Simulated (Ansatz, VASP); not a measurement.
# Two plane-wave programs on SiC8

INCAR

```
PREC = Accurate ; ENCUT = 520
EDIFF = 1E-6 ; ISMEAR = 0
SIGMA = 0.1 ; LREAL = F
LASPH = T ; NELM = 150
ALGO = Normal ; ISIF = 2
LWAVE = F ; LCHARG = F
ISPIN = 2 ; MAGMOM = 0 0 0 0 0 0 0 0 2
LORBIT = 11 ; LDIPOL = T
IDIPOL = 3 ; DIPOL = 0.5 0.5 0.248
GGA = PE ; IVDW = 12
NBANDS = 32
```

KPOINTS

```
Automatic mesh
0
Gamma
  6 6 1
```

The input POSCAR:

```
SiC8
1.0
    4.9313048819      0.0000000000      0.0000000000
   -2.4656524409      4.2706353015      0.0000000000
    0.0000000000      0.0000000000     17.4000331942
C Si
8 1
Direct
    0.3333333333      0.1666666667      0.2298865266
    0.3333333333      0.6666666667      0.2298865266
    0.8333333333      0.1666666667      0.2298865266
    0.8333333333      0.6666666667      0.2298865266
    0.1666666667      0.3333333333      0.2298846189
    0.1666666667      0.8333333333      0.2298846189
    0.6666666667      0.3333333333      0.2298846189
    0.6666666667      0.8333333333      0.2298846189
    0.5000000000      0.5000000000      0.3908057599
```

Input for Ansatz:

```yaml
crystal:
  lattice:
    - [4.9313048819, 0.0, 0.0]
    - [-2.4656524409, 4.2706353015, 0.0]
    - [0.0, 0.0, 17.4000331942]
  atoms:
    - { symbol: C, position: [0.3333333333, 0.1666666667, 0.2298865266] }
    - { symbol: C, position: [0.3333333333, 0.6666666667, 0.2298865266] }
    - { symbol: C, position: [0.8333333333, 0.1666666667, 0.2298865266] }
    - { symbol: C, position: [0.8333333333, 0.6666666667, 0.2298865266] }
    - { symbol: C, position: [0.1666666667, 0.3333333333, 0.2298846189] }
    - { symbol: C, position: [0.1666666667, 0.8333333333, 0.2298846189] }
    - { symbol: C, position: [0.6666666667, 0.3333333333, 0.2298846189] }
    - { symbol: C, position: [0.6666666667, 0.8333333333, 0.2298846189] }
    - { symbol: Si, position: [0.5, 0.5, 0.3908057599], spin: 2.0 }
basis:
  ecutwfc: 420
kpoints:
  mp_grid: { grid: [6, 6, 1] }
hamiltonian:
  xc: pbe
  pseudopotentials: { kind: paw, azcp: { folder: soft_1 } }
  dispersion: d3bj
scf:
  occupations: { method: gaussian, width: 0.1 }
output:
  forces: true
  eigenvalues: true
  populations: true
magnetization:
  spin_polarized: true
efield:
  axis: 3
  dipole_correction: true
  ramp_width: 0.04
```

Alike in both runs: task single point; functional PBE; dispersion D3(BJ); k mesh 6 × 6 × 1; occupations gaussian, width 0.1 eV; collinear spin.

```csv
,VASP,Ansatz
version,VASP 6.6.1,Ansatz 0.2.0
potentials or method,"VASP PAW PBE potentials, release 64 (C, Si), cutoff 520 eV","scalar-relativistic, plane waves, PAW"
valence electrons in the cell,36,36
```

|  | VASP | Ansatz | Ansatz less VASP |
| --- | --- | --- | --- |
| gap on the k mesh at the Fermi level (eV) | none | none | - |
| rms of the force components (eV/Å) | 0.086 | 0.086 | -0.0003 |
| net moment per atom (μB) | 0.21 | 0.21 | 0.000 |
| size of the moment on the site where the two differ most (μB) | 0.52 | 1.01 | +0.484 |

Site moments also hang on the region over which each program counts them. Atom by atom the forces differ by 0.000 eV/Å (rms over components). A gap of «none» marks a metal or a gap that the smearing closes. Ansatz's warnings: structure snapped to symmetry.
